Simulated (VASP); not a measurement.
# Si2Ge (P-3m1) in VASP: relaxation of cell and atoms with PBE

Aim: the relaxation of cell and atoms of Si2Ge with PBE.

Everything below comes from runs of VASP 6.6.1. Logs are shortened: lines on timing, memory, paths and dates and some standing lists are left out, and cuts for length are marked.

**1. The cell of the first run**

It takes space group P-3m1 (No. 164, trigonal). Conventional cell: a = 3.926 Å, b = 3.926 Å, c = 9.588 Å, α = 90.00°, β = 90.00°, γ = 120.00°. Within 3.1 Å of Si (site symmetry 3m) lie 1 Si at 2.35 Å and 3 Ge at 2.41 Å. Within 3.2 Å of Si (site symmetry 3m) lie 3 Si at 2.39 Å and 1 Ge at 2.42 Å. Ge (site symmetry 3m) has 4 Si at 2.41 to 2.42 Å within 3.2 Å.

**2. Relaxation of cell and atoms, PBE**

Contents of INCAR:

```
SYSTEM = Si2Ge
PREC     = Accurate       ! precision mode
ENCUT    = 500            ! plane-wave cutoff, eV
EDIFF    = 1E-7           ! SCF threshold, eV
ISMEAR   = 0              ! smearing method
SIGMA    = 0.02           ! smearing width, eV
LREAL    = .FALSE.        ! projectors in reciprocal space
LASPH    = .TRUE.         ! aspherical terms in the spheres
NELM     = 120            ! most SCF steps
ALGO     = Normal         ! electronic algorithm
ISIF     = 3              ! what is computed and relaxed
LWAVE    = .FALSE.        ! write WAVECAR
LCHARG   = .FALSE.        ! write CHGCAR
GGA      = PE             ! functional
IBRION   = 2              ! ionic algorithm
NSW      = 100            ! ionic steps
EDIFFG   = -0.01          ! ionic threshold
GGA_COMPAT= .FALSE.      
NELMIN   = 4
```

Contents of KPOINTS:

```
regular mesh
0
G
  12 12 4
  0 0 0
```

Contents of POSCAR:

```
Si2Ge
1.0
    3.9256508878      0.0000000000      0.0000000000
   -1.9628254439      3.3997133952      0.0000000000
    0.0000000000      0.0000000000      9.5883779382
Si Ge
4 2
Direct
    0.0000000000      0.0000000000      0.3773342520
    0.3333333333      0.6666666667      0.0393471258
    0.0000000000      0.0000000000      0.6226657480
    0.6666666667      0.3333333333      0.9606528742
    0.6666666667      0.3333333333      0.7078812590
    0.3333333333      0.6666666667      0.2921187410
```

Potentials or basis: VASP PAW PBE potentials, release 64 (Si, Ge_d).

Started as:

```console
> cat potpaw_PBE.64/Si/POTCAR potpaw_PBE.64/Ge_d/POTCAR > POTCAR
> mpirun -np 1 vasp_std > vasp.out
```

OUTCAR:

```text
SYSTEM = Si2Ge
   PREC = Accurate
   ENCUT = 500
   EDIFF = 1E-7
   ISMEAR = 0
   LREAL = .FALSE.
   LASPH = .TRUE.
   NELM = 120
   ISIF = 3
   GGA = PE
   IBRION = 2
   NSW = 100
   EDIFFG = -0.01
   NELMIN = 4

 ion  position               nearest neighbor table
   1  0.000  0.000  0.377-   3 2.35   6 2.41   6 2.41   6 2.41
   2  0.333  0.667  0.039-   4 2.39   4 2.39   4 2.39   6 2.42
   3  0.000  0.000  0.623-   1 2.35   5 2.41   5 2.41   5 2.41
   4  0.667  0.333  0.961-   2 2.39   2 2.39   2 2.39   5 2.42
   5  0.667  0.333  0.708-   3 2.41   3 2.41   3 2.41   4 2.42
   6  0.333  0.667  0.292-   1 2.41   1 2.41   1 2.41   2 2.42

  LATTYP: Found a hexagonal cell.
 ALAT       =     3.9256508878
 C/A-ratio  =     2.4424937959

  Lattice vectors:

 A1 = (   3.9256508878,   0.0000000000,   0.0000000000)
 A2 = (  -1.9628254439,   3.3997133952,   0.0000000000)
 A3 = (   0.0000000000,   0.0000000000,   9.5883779382)

Analysis of symmetry for initial positions (statically):
=====================================================================
 Subroutine PRICEL returns:
 Original cell was already a primitive cell.

 Routine SETGRP: Setting up the symmetry group for a
 hexagonal supercell.

 Subroutine GETGRP returns: Found 12 space group operations
 (whereof 12 operations were pure point group operations)
 out of a pool of 24 trial point group operations.

The static configuration has the point symmetry D_3d.

Analysis of symmetry for dynamics (positions and initial velocities):
=====================================================================
 Subroutine PRICEL returns:
 Original cell was already a primitive cell.

 Routine SETGRP: Setting up the symmetry group for a
 hexagonal supercell.

 Subroutine GETGRP returns: Found 12 space group operations
 (whereof 12 operations were pure point group operations)
 out of a pool of 24 trial point group operations.

The dynamic configuration has the point symmetry D_3d.

 Subroutine INISYM returns: Found 12 space group operations
 (whereof 12 operations are pure point group operations),
 and found     1 'primitive' translations

----------------------------------------------------------------------------------------

                                     Primitive cell

  volume of cell :     127.9673

  direct lattice vectors                    reciprocal lattice vectors
     3.925650888  0.000000000  0.000000000     0.254734827  0.147071221  0.000000000
    -1.962825444  3.399713395  0.000000000     0.000000000  0.294142442  0.000000000
     0.000000000  0.000000000  9.588377938     0.000000000  0.000000000  0.104292927

  length of vectors
     3.925650888  3.925650888  9.588377938     0.294142442  0.294142442  0.104292927

  position of ions in fractional coordinates (direct lattice)
     0.000000000  0.000000000  0.377334252
     0.333333333  0.666666667  0.039347126
     0.000000000  0.000000000  0.622665748
     0.666666667  0.333333333  0.960652874
     0.666666667  0.333333333  0.707881259
     0.333333333  0.666666667  0.292118741

  ion indices of the primitive-cell ions
   primitive index   ion index
                 1           1
                 2           2
                 3           3
                 4           4
                 5           5
                 6           6

----------------------------------------------------------------------------------------

 KPOINTS: regular mesh

Automatic generation of k-mesh.
 Grid dimensions read from file:
 generate k-points for:   12   12    4

 Generating k-lattice:

  Cartesian coordinates                     Fractional coordinates (reciprocal lattice)
     0.021227902  0.012255935  0.000000000     0.083333333 -0.000000000  0.000000000
     0.000000000  0.024511870  0.000000000     0.000000000  0.083333333  0.000000000
     0.000000000  0.000000000  0.026073232     0.000000000  0.000000000  0.250000000

  Length of vectors
     0.024511870  0.024511870  0.026073232

  Shift w.r.t. Gamma in fractional coordinates (k-lattice)
     0.000000000  0.000000000  0.000000000

 Subroutine IBZKPT returns following result:
 ===========================================

 Found     69 irreducible k-points:

 Following reciprocal coordinates:
            Coordinates               Weight
  0.000000  0.000000  0.000000      1.000000
  0.083333  0.000000  0.000000      6.000000
  0.166667  0.000000  0.000000      6.000000
  0.250000  0.000000  0.000000      6.000000
  0.333333  0.000000  0.000000      6.000000
  0.416667 -0.000000  0.000000      6.000000
[... 16 lines left out ...]
  0.166667  0.000000  0.250000      6.000000
  0.000000  0.166667  0.250000      6.000000
 [... further k-points ...]
   k-points           NKPTS =     69   k-points in BZ     NKDIM =     69   number of bands    NBANDS=     26
   number of dos      NEDOS =    301   number of ions     NIONS =      6
   total plane-waves  NPLWV =  63000
   dimension x,y,z NGX =    30 NGY =   30 NGZ =   70
   dimension x,y,z NGXF=    60 NGYF=   60 NGZF=  140
   ions per type =               4   2
   NGX,Y,Z   is equivalent  to a cutoff of  12.70, 12.70, 12.14 a.u.
   NGXF,Y,Z  is equivalent  to a cutoff of  25.41, 25.41, 24.27 a.u.
 SYSTEM =  Si2Ge
   PREC   = accura    normal or accurate (medium, high low for compatibility)
   ISTART =      0    job   : 0-new  1-cont  2-samecut
   ICHARG =      2    charge: 1-file 2-atom 10-const
   ISPIN  =      1    spin polarized calculation?
   LNONCOLLINEAR =      F non collinear calculations
   LSORBIT =      F    spin-orbit coupling
   LASPH  =      T    aspherical Exc in radial PAW
   ENCUT  =  500.0 eV  36.75 Ry    6.06 a.u.   7.16  7.16 17.48*2*pi/ulx,y,z
   NELM   =    120;   NELMIN=  4; NELMDL= -5     # of ELM steps
   EDIFF  = 0.1E-06   stopping-criterion for ELM
   LREAL  =      F    real-space projection
   EDIFFG = -.1E-01   stopping-criterion for IOM
   NSW    =    100    number of steps for IOM
   IBRION =      2    ionic relax: 0-MD 1-quasi-New 2-CG
   NFREE  =      1    steps in history (QN), initial steepest desc. (CG)
   ISIF   =      3    stress and relaxation
   ISYM   =      2    0-nonsym 1-usesym 2-fastsym
   POTIM  = 0.5000    time-step for ionic-motion
   TEBEG  =    0.0;   TEEND  =   0.0 temperature during run
   PSTRESS=    0.0 pullay stress
   NELECT =      44.0000    total number of electrons
   NUPDOWN=      -1.0000    fix difference up-down
   EMIN   =  10.00;   EMAX   =-10.00  energy-range for DOS
   EFERMI =   0.00;   METHOD = LEGACY
   ISMEAR =     0;   SIGMA  =   0.02  broadening in eV -4-tet -1-fermi 0-gaus
   EFERMI_NEDOS =   21; number of points for ismear=-14 and -15
   IALGO  =     38    algorithm
   IMIX   =      4    mixing-type and parameters
     AMIX     =   0.40;   BMIX     =  1.00
     AMIX_MAG =   1.60;   BMIX_MAG =  1.00
  volume/ion in A,a.u.               =      21.33       143.93
  Fermi-wavevector in a.u.,A,eV,Ry     =   1.146901  2.167329 17.896864  1.315382
  Thomas-Fermi vector in A             =   2.283584
   LORBIT       =      0    0 simple, 1 ext, 2 COOP (PROOUT), +10 PAW based schemes
   GGA     = PE    functional components
   LHFCALC =     F    Hartree Fock is set to
   AEXX    =    0.0000 exact exchange contribution
   IVDW    =     0    specifies the selected vdW correction
   LEPSILON=     F    determine dielectric tensor
   LRPA    =     F    only Hartree local field effects (RPA)
 conjugate gradient relaxation of ions
 non-spin polarized calculation
 Gauss-broadening in eV      SIGMA  =   0.02
  energy-cutoff  :      500.00
  volume of cell :      127.97
 maximum number of plane-waves:      3280
 NGX is ok and might be reduce to    30
   NGX = 15   NGY = 15   NGZ = 35

--------------------------------------- Ionic step        1  -------------------------------------------

 number of electron      43.9999995 magnetization

 Free energy of the ion-electron system (eV)
  ---------------------------------------------------
  ext. energy  EPLUGINS =         0.00000000
  ---------------------------------------------------
  free energy    TOTEN  =       -30.62441665 eV

  energy without entropy =      -30.62441665  energy(sigma->0) =      -30.62441665

------------------------ aborting loop because EDIFF is reached ----------------------------------------

  FORCE on cell =-STRESS in cart. coord.  units (eV):
  Direction    XX          YY          ZZ          XY          YZ          ZX
  --------------------------------------------------------------------------------------
  -------------------------------------------------------------------------------------
  Total        0.0935831      0.0935831      0.3902371      0.0000000     -0.0000000      0.0000000
  in kB        1.1716795      1.1716795      4.8858483      0.0000000     -0.0000000      0.0000000
  external PRESSURE =       2.4097358 kB  Pullay stress =       0.0000000 kB
[... 145 lines left out ...]
  energy  without entropy=      -30.6249075590  energy(sigma->0) =      -30.62490756

--------------------------------------- Ionic step        5  -------------------------------------------

 number of electron      44.0000001 magnetization

 Free energy of the ion-electron system (eV)
  ---------------------------------------------------
  ext. energy  EPLUGINS =         0.00000000
  ---------------------------------------------------
  free energy    TOTEN  =       -30.62497427 eV

  energy without entropy =      -30.62497427  energy(sigma->0) =      -30.62497427

 E-fermi :   5.4354     XC(G=0):  -9.4998

 val. band max:        5.3095014156   @ k =   0.0000   0.0000   0.0000
 cond. band min:       5.9045077691   @ k =   0.4167  -0.0000   0.2500
 fundamental gap:      0.5950063535
 Fermi energy:         5.4353957351

 k-point     1 :       0.0000    0.0000    0.0000
  band No.  band energies     occupation
      1     -18.9471      2.00000
      2     -18.9467      2.00000
      3     -18.9440      2.00000
      4     -18.9440      2.00000
      5     -18.9438      2.00000
      6     -18.9438      2.00000
[... 685 lines left out ...]
     25       7.8922      0.00000
     26       8.7318      0.00000

 [... further k-points ...]
[... 5 lines left out ...]
  --------------------------------------------------------------------------------------
  -------------------------------------------------------------------------------------
  Total       -0.0228293     -0.0228293      0.0065231      0.0000000      0.0000000      0.0000000
  in kB       -0.2848799     -0.2848799      0.0813992      0.0000000      0.0000000      0.0000000
  external PRESSURE =      -0.1627869 kB  Pullay stress =       0.0000000 kB
[... 21 lines left out ...]
  FREE ENERGIE OF THE ION-ELECTRON SYSTEM (eV)
  ---------------------------------------------------
  free  energy   TOTEN  =       -30.6249742691 eV

  energy  without entropy=      -30.6249742691  energy(sigma->0) =      -30.62497427

 reached required accuracy - stopping structural energy minimisation
```

It took 11 min on 1 thread of Intel Xeon Platinum 8259CL at 2.50GHz (Skylake/Cascade Lake), shared host; peak memory 0.36 GiB.

What came out:

* Free energy: -30.6250 eV
* Relaxed volume: 21.40 Å³/atom
* Relaxed cell: a = 3.927 Å, b = 3.927 Å, c = 9.614 Å, α = 90.00°, β = 90.00°, γ = 120.00°
* Space group after relaxing (to 0.1 Å): P-3m1 (No. 164)
* Energy gained by relaxing: 0.1 meV/atom
* Ionic steps: 5
* Pressure after relaxing: 0.0 GPa
* Largest force after relaxing: 0.004 eV/Å
* Band gap on the k mesh: 0.59 eV (least direct gap 1.09 eV)

Forces on the atoms (eV/Å):
```
Si   0.000  0.000  0.002
Si   0.000  0.000  0.003
Si   0.000  0.000 -0.002
Si   0.000  0.000 -0.003
Ge   0.000  0.000  0.004
Ge   0.000  0.000 -0.004
```

The path:
```
step  energy change (eV)  largest force (eV/Å)  pressure (GPa)  volume (Å³)
   1              0.0000                0.0060            0.24       127.97
   2             -0.0004                0.0259           -0.13       128.56
   3             -0.0005                0.0185           -0.02       128.39
   4             -0.0005                0.0186           -0.03       128.40
   5             -0.0006                0.0040           -0.02       128.39
```

Final structure:
```
Si Ge
1.0
     3.92699    0.00000    0.00000
    -1.96350    3.40087    0.00000
     0.00000    0.00000    9.61371
Si Ge
4 2
Direct
  0.00000 0.00000 0.37742
  0.33333 0.66667 0.03944
  0.00000 0.00000 0.62258
  0.66667 0.33333 0.96056
  0.66667 0.33333 0.70799
  0.33333 0.66667 0.29201
```

Caveat: semilocal functionals underestimate gaps, and a narrow one can read as zero.
